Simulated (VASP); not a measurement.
Wanted: the native input for a VASP 6.6.1 run.

```yaml
Task: single point
Functional: PBE
Potentials_or_basis: VASP PAW PBE potentials, release 64 (Ba_sv, Ti_sv, O)
Cutoff: 520 eV
k_mesh: 6 × 6 × 6
Occupations: gaussian, width 0.05 eV
Spin: no spin polarisation
Hubbard_terms: Ti d U = 4.0 eV
Dipole_correction: no
Further_INCAR_settings: ALGO = Normal; EDIFF = 1e-06; NBANDS = 28
```

The structure of BaTiO3 lies in POSCAR:

```
BaTiO3
1.0
    2.8603720851      1.6514365933      2.3460535783
   -2.8603720851      1.6514365933      2.3460535783
    0.0000000000     -3.3028731867      2.3460535783
Ba Ti O
1 1 3
Direct
    0.0026800181      0.0026800181      0.0026800181
    0.4701744784      0.4701744784      0.4701744784
    0.4903227049      0.4903227049      0.9825753212
    0.4903227049      0.9825753212      0.4903227049
    0.9825753212      0.4903227049      0.4903227049
```

This cell differs from its parent crystal: atom 2 (Ti) moved by (+0.000, -0.300) A along y and z.

One way to write it, as run:

INCAR

```
SYSTEM = BaTiO3
PREC = Accurate
ENCUT = 520
EDIFF = 1E-6
ISMEAR = 0
SIGMA = 0.05
LREAL = .False.
LASPH = .True.
NELM = 150
ALGO = Normal
ISIF = 2
LWAVE = .False.
LCHARG = .False.
LMAXMIX = 4
LDAU = .True.
LDAUTYPE = 2
LDAUL = -1 2 -1
LDAUU = 0 4 0
LDAUJ = 0 0 0
LDAUPRINT = 1
GGA = PE
NBANDS = 28
```

KPOINTS

```
Automatic mesh
0
Gamma
  6 6 6
  0 0 0
```

Potentials or basis: VASP PAW PBE potentials, release 64 (Ba_sv, Ti_sv, O).

Command:

```bash
$ cat potpaw_PBE.64/Ba_sv/POTCAR potpaw_PBE.64/Ti_sv/POTCAR potpaw_PBE.64/O/POTCAR > POTCAR
$ mpirun -np 1 vasp_std > vasp.out
```

It gave:

* Pressure: 1.4 GPa
* Largest force: 1.057 eV/Å
* Band gap on the k mesh: 2.25 eV (least direct gap 2.52 eV)

Caveat: the cell differs from its parent crystal (atom 2 (Ti) moved by (+0.000, -0.300) A along y and z); spin-orbit coupling is left out, which moves the levels of the heavy elements; forces of over 1 eV/Å act on the atoms, so gaps and moduli don't describe the material at rest.

Wall time 120 s on 1 thread of Intel Xeon 8259CL, on a shared host, peak memory 0.21 GiB.
